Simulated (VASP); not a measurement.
# GaN (P6_3mc) in VASP: further runs

The runs below take GaN through single point, with PBEsol, PBE, LDA, r2SCAN.

Everything below comes from runs of VASP 6.6.1. Logs are shortened: lines on timing, memory, paths and dates and some standing lists are left out, and cuts for length are marked.

## Step 1: The cell of the first run

Symmetry: P6_3mc, No. 186, hexagonal system. Conventional cell: a = 3.183 Å, b = 3.183 Å, c = 5.185 Å, α = 90.00°, β = 90.00°, γ = 120.00°. Within 2.6 Å of Ga (site symmetry 3m) lie 4 N at 1.95 Å. Within 2.6 Å of N (site symmetry 3m) lie 4 Ga at 1.95 Å.

## Step 2: Single point, PBEsol

Contents of INCAR:

```
PREC = Accurate
ENCUT = 520
EDIFF = 1E-6
ISMEAR = -1
SIGMA = 0.02
LREAL = F
LASPH = T
NELM = 60
ALGO = Normal
ISIF = 2
LWAVE = F
LCHARG = F
GGA = PS
NBANDS = 26
```

Contents of KPOINTS:

```
Automatic mesh
0
Gamma
  12 12 4
```

Contents of POSCAR:

```
GaN
1.0
    3.1826048381      0.0000000000      0.0000000000
   -1.5913024190      2.7562166400      0.0000000000
    0.0000000000      0.0000000000      5.1853891516
Ga N
2 2
Direct
    0.3333333333      0.6666666667     -0.0008042293
    0.6666666667      0.3333333333      0.4991957707
    0.3333333333      0.6666666667      0.3758042293
    0.6666666667      0.3333333333      0.8758042293
```

Potentials or basis: VASP PAW PBE potentials, release 64 (Ga_d, N).

Run with:

```
> cat potpaw_PBE.64/Ga_d/POTCAR potpaw_PBE.64/N/POTCAR > POTCAR
> mpirun -np 1 vasp_std > vasp.out
```

OUTCAR:

```text
PREC = Accurate
   ENCUT = 520
   EDIFF = 1E-6
   ISMEAR = -1
   LREAL = F
   LASPH = T
   NELM = 60
   ISIF = 2
   GGA = PS

 ion  position               nearest neighbor table
   1  0.333  0.667  0.999-   4 1.95   4 1.95   4 1.95   3 1.95
   2  0.667  0.333  0.499-   3 1.95   3 1.95   3 1.95   4 1.95
   3  0.333  0.667  0.376-   2 1.95   2 1.95   2 1.95   1 1.95
   4  0.667  0.333  0.876-   1 1.95   1 1.95   1 1.95   2 1.95

  LATTYP: Found a hexagonal cell.
 ALAT       =     3.1826048381
 C/A-ratio  =     1.6292909159

  Lattice vectors:

 A1 = (   3.1826048381,   0.0000000000,   0.0000000000)
 A2 = (  -1.5913024190,   2.7562166400,   0.0000000000)
 A3 = (   0.0000000000,   0.0000000000,   5.1853891516)

Analysis of symmetry for initial positions (statically):
=====================================================================
 Subroutine PRICEL returns:
 Original cell was already a primitive cell.

 Routine SETGRP: Setting up the symmetry group for a
 hexagonal supercell.

 Subroutine GETGRP returns: Found 12 space group operations
 (whereof  6 operations were pure point group operations)
 out of a pool of 24 trial point group operations.

The static configuration has the point symmetry C_3v.
 The point group associated with its full space group is C_6v.

Analysis of symmetry for dynamics (positions and initial velocities):
=====================================================================
 Subroutine PRICEL returns:
 Original cell was already a primitive cell.

 Routine SETGRP: Setting up the symmetry group for a
 hexagonal supercell.

 Subroutine GETGRP returns: Found 12 space group operations
 (whereof  6 operations were pure point group operations)
 out of a pool of 24 trial point group operations.

The dynamic configuration has the point symmetry C_3v.
 The point group associated with its full space group is C_6v.

 Subroutine INISYM returns: Found 12 space group operations
 (whereof  6 operations are pure point group operations),
 and found     1 'primitive' translations

----------------------------------------------------------------------------------------

                                     Primitive cell

  volume of cell :      45.4860

  direct lattice vectors                    reciprocal lattice vectors
     3.182604838  0.000000000  0.000000000     0.314208031  0.181408091  0.000000000
    -1.591302419  2.756216640  0.000000000     0.000000000  0.362816183  0.000000000
     0.000000000  0.000000000  5.185389152     0.000000000  0.000000000  0.192849557

  length of vectors
     3.182604838  3.182604838  5.185389152     0.362816183  0.362816183  0.192849557

  position of ions in fractional coordinates (direct lattice)
     0.333333333  0.666666667  0.999195771
     0.666666667  0.333333333  0.499195771
     0.333333333  0.666666667  0.375804229
     0.666666667  0.333333333  0.875804229

  ion indices of the primitive-cell ions
   primitive index   ion index
                 1           1
                 2           2
                 3           3
                 4           4

----------------------------------------------------------------------------------------

 KPOINTS: Automatic mesh

Automatic generation of k-mesh.
 Grid dimensions read from file:
 generate k-points for:   12   12    4

 Generating k-lattice:

  Cartesian coordinates                     Fractional coordinates (reciprocal lattice)
     0.026184003  0.015117341  0.000000000     0.083333333  0.000000000  0.000000000
     0.000000000  0.030234682  0.000000000     0.000000000  0.083333333  0.000000000
     0.000000000  0.000000000  0.048212389     0.000000000  0.000000000  0.250000000

  Length of vectors
     0.030234682  0.030234682  0.048212389

  Shift w.r.t. Gamma in fractional coordinates (k-lattice)
     0.000000000  0.000000000  0.000000000

 Subroutine IBZKPT returns following result:
 ===========================================

 Found     57 irreducible k-points:

 Following reciprocal coordinates:
            Coordinates               Weight
  0.000000  0.000000  0.000000      1.000000
  0.083333  0.000000  0.000000      6.000000
  0.166667  0.000000  0.000000      6.000000
  0.250000  0.000000  0.000000      6.000000
  0.333333  0.000000  0.000000      6.000000
  0.416667  0.000000  0.000000      6.000000
[... 16 lines left out ...]
  0.250000  0.000000  0.250000     12.000000
  0.333333  0.000000  0.250000     12.000000
 [... further k-points ...]
   k-points           NKPTS =     57   k-points in BZ     NKDIM =     57   number of bands    NBANDS=     26
   number of dos      NEDOS =    301   number of ions     NIONS =      4
   total plane-waves  NPLWV =  23040
   dimension x,y,z NGX =    24 NGY =   24 NGZ =   40
   dimension x,y,z NGXF=    48 NGYF=   48 NGZF=   80
   ions per type =               2   2
   NGX,Y,Z   is equivalent  to a cutoff of  12.54, 12.54, 12.82 a.u.
   NGXF,Y,Z  is equivalent  to a cutoff of  25.07, 25.07, 25.65 a.u.
 SYSTEM =  unknown system
   PREC   = accura    normal or accurate (medium, high low for compatibility)
   ISTART =      0    job   : 0-new  1-cont  2-samecut
   ICHARG =      2    charge: 1-file 2-atom 10-const
   ISPIN  =      1    spin polarized calculation?
   LNONCOLLINEAR =      F non collinear calculations
   LSORBIT =      F    spin-orbit coupling
   LASPH  =      T    aspherical Exc in radial PAW
   ENCUT  =  520.0 eV  38.22 Ry    6.18 a.u.   5.92  5.92  9.64*2*pi/ulx,y,z
   NELM   =     60;   NELMIN=  2; NELMDL= -5     # of ELM steps
   EDIFF  = 0.1E-05   stopping-criterion for ELM
   LREAL  =      F    real-space projection
   EDIFFG = 0.1E-04   stopping-criterion for IOM
   NSW    =      0    number of steps for IOM
   IBRION =     -1    ionic relax: 0-MD 1-quasi-New 2-CG
   NFREE  =      0    steps in history (QN), initial steepest desc. (CG)
   ISIF   =      2    stress and relaxation
   ISYM   =      2    0-nonsym 1-usesym 2-fastsym
   POTIM  = 0.5000    time-step for ionic-motion
   TEBEG  =    0.0;   TEEND  =   0.0 temperature during run
   PSTRESS=    0.0 pullay stress
   NELECT =      36.0000    total number of electrons
   NUPDOWN=      -1.0000    fix difference up-down
   EMIN   =  10.00;   EMAX   =-10.00  energy-range for DOS
   EFERMI =   0.00;   METHOD = LEGACY
   ISMEAR =    -1;   SIGMA  =   0.02  broadening in eV -4-tet -1-fermi 0-gaus
   EFERMI_NEDOS =   21; number of points for ismear=-14 and -15
   IALGO  =     38    algorithm
   IMIX   =      4    mixing-type and parameters
     AMIX     =   0.40;   BMIX     =  1.00
     AMIX_MAG =   1.60;   BMIX_MAG =  1.00
  volume/ion in A,a.u.               =      11.37        76.74
  Fermi-wavevector in a.u.,A,eV,Ry     =   1.514316  2.861642 31.200242  2.293153
  Thomas-Fermi vector in A             =   2.623990
   LORBIT       =      0    0 simple, 1 ext, 2 COOP (PROOUT), +10 PAW based schemes
   GGA     = PS    functional components
   LHFCALC =     F    Hartree Fock is set to
   AEXX    =    0.0000 exact exchange contribution
   IVDW    =     0    specifies the selected vdW correction
   LEPSILON=     F    determine dielectric tensor
   LRPA    =     F    only Hartree local field effects (RPA)
 non-spin polarized calculation
  energy-cutoff  :      520.00
  volume of cell :       45.49
 maximum number of plane-waves:      1248
 NGX is ok and might be reduce to    24
   NGX = 11   NGY = 11   NGZ = 19

 number of electron      35.9999993 magnetization

 Free energy of the ion-electron system (eV)
  ---------------------------------------------------
  ext. energy  EPLUGINS =         0.00000000
  ---------------------------------------------------
  free energy    TOTEN  =       -26.26849442 eV

  energy without entropy =      -26.26849442  energy(sigma->0) =      -26.26849442

 E-fermi :   5.7077     XC(G=0): -11.9285

 val. band max:        5.2367188002   @ k =   0.0000   0.0000   0.0000
 cond. band min:       7.1301514447   @ k =   0.0000   0.0000   0.0000
 fundamental gap:      1.8934326445
 Fermi energy:         5.7077115221

 k-point     1 :       0.0000    0.0000    0.0000
  band No.  band energies     occupation
      1     -10.7808      2.00000
      2      -9.8120      2.00000
      3      -8.1696      2.00000
      4      -8.1538      2.00000
      5      -8.1538      2.00000
      6      -8.0910      2.00000
[... 18 lines left out ...]
     25      16.8891      0.00000
     26      16.8891      0.00000

 k-point     2 :       0.0833    0.0000    0.0000
  band No.  band energies     occupation
      1     -10.7099      2.00000
      2      -9.7931      2.00000
      3      -8.1634      2.00000
      4      -8.1434      2.00000
      5      -8.1321      2.00000
      6      -8.0834      2.00000
[... 18 lines left out ...]
     25      16.5306      0.00000
     26      17.0458      0.00000

 k-point     3 :       0.1667    0.0000    0.0000
  band No.  band energies     occupation
      1     -10.5162      2.00000
      2      -9.7468      2.00000
      3      -8.1387      2.00000
      4      -8.1181      2.00000
      5      -8.0758      2.00000
      6      -8.0449      2.00000
[... 18 lines left out ...]
     25      16.5411      0.00000
     26      17.4076      0.00000

 k-point     4 :       0.2500    0.0000    0.0000
  band No.  band energies     occupation
      1     -10.2578      2.00000
      2      -9.6957      2.00000
      3      -8.1131      2.00000
      4      -8.0930      2.00000
      5      -8.0287      2.00000
      6      -7.9860      2.00000
[... 18 lines left out ...]
     25      16.5639      0.00000
     26      17.8987      0.00000

 k-point     5 :       0.3333    0.0000    0.0000
  band No.  band energies     occupation
      1     -10.0213      2.00000
      2      -9.6582      2.00000
      3      -8.1006      2.00000
      4      -8.0803      2.00000
      5      -7.9982      2.00000
      6      -7.9354      2.00000
[... 18 lines left out ...]
     25      16.7229      0.00000
     26      18.3502      0.00000

 k-point     6 :       0.4167    0.0000    0.0000
  band No.  band energies     occupation
      1      -9.8720      2.00000
      2      -9.6395      2.00000
      3      -8.1020      2.00000
      4      -8.0778      2.00000
      5      -7.9846      2.00000
      6      -7.9341      2.00000
[... 427 lines left out ...]
 k-point    21 :       0.0833    0.0000    0.2500
  band No.  band energies     occupation
      1     -10.5345      2.00000
      2      -9.8681      2.00000
      3      -8.1469      2.00000
      4      -8.1388      2.00000
      5      -8.1010      2.00000
      6      -8.0914      2.00000
[... 18 lines left out ...]
     25      16.2050      0.00000
     26      16.5454      0.00000

 k-point    22 :       0.1667    0.0000    0.2500
  band No.  band energies     occupation
      1     -10.3591      2.00000
      2      -9.8035      2.00000
      3      -8.1300      2.00000
      4      -8.1103      2.00000
      5      -8.0816      2.00000
      6      -8.0537      2.00000
[... 18 lines left out ...]
     25      16.0053      0.00000
     26      16.9760      0.00000

 k-point    23 :       0.2500    0.0000    0.2500
  band No.  band energies     occupation
      1     -10.1319      2.00000
      2      -9.7303      2.00000
      3      -8.1125      2.00000
      4      -8.0786      2.00000
      5      -8.0537      2.00000
      6      -8.0027      2.00000
[... 18 lines left out ...]
     25      16.1407      0.00000
     26      17.5322      0.00000

 k-point    24 :       0.3333    0.0000    0.2500
  band No.  band energies     occupation
      1      -9.9315      2.00000
      2      -9.6747      2.00000
      3      -8.1086      2.00000
      4      -8.0580      2.00000
      5      -8.0335      2.00000
      6      -7.9542      2.00000
[... 18 lines left out ...]
     25      16.2143      0.00000
     26      18.1137      0.00000

 [... further k-points ...]

------------------------ aborting loop because EDIFF is reached ----------------------------------------

  FORCE on cell =-STRESS in cart. coord.  units (eV):
  Direction    XX          YY          ZZ          XY          YZ          ZX
  --------------------------------------------------------------------------------------
  -------------------------------------------------------------------------------------
  Total       -0.0429832     -0.0429832     -0.0329063     -0.0000000      0.0000000      0.0000000
  in kB       -1.5140204     -1.5140204     -1.1590782     -0.0000000      0.0000000      0.0000000
  external PRESSURE =      -1.3957063 kB  Pullay stress =       0.0000000 kB

 VOLUME and BASIS-vectors are now :
 -----------------------------------------------------------------------------
  energy-cutoff  :      520.00
  volume of cell :       45.49
      direct lattice vectors                 reciprocal lattice vectors
     3.182604838  0.000000000  0.000000000     0.314208031  0.181408091  0.000000000
    -1.591302419  2.756216640  0.000000000     0.000000000  0.362816183  0.000000000
     0.000000000  0.000000000  5.185389152     0.000000000  0.000000000  0.192849557

 POSITION                                       TOTAL-FORCE (eV/Angst)
 -----------------------------------------------------------------------------------
     -0.00000      1.83748      5.18122        -0.000000      0.000000     -0.000305
      1.59130      0.91874      2.58852         0.000000     -0.000000     -0.000305
     -0.00000      1.83748      1.94869        -0.000000      0.000000      0.000305
      1.59130      0.91874      4.54139         0.000000     -0.000000      0.000305
 -----------------------------------------------------------------------------------
    total drift:                               -0.000001     -0.000001     -0.000643

  FREE ENERGIE OF THE ION-ELECTRON SYSTEM (eV)
  ---------------------------------------------------
  free  energy   TOTEN  =       -26.2684944228 eV

  energy  without entropy=      -26.2684944228  energy(sigma->0) =      -26.26849442
```

It took 60 s on 1 thread of Intel Xeon 8259CL, shared host; peak memory 0.2 GiB.

Results:

- Free energy: -26.2685 eV
- Pressure: -0.1 GPa
- Band gap on the k mesh: 1.89 eV

Caveat: the PAW data sets were made with another functional, which shifts forces and pressure a little.

[end of part 1 of 3]
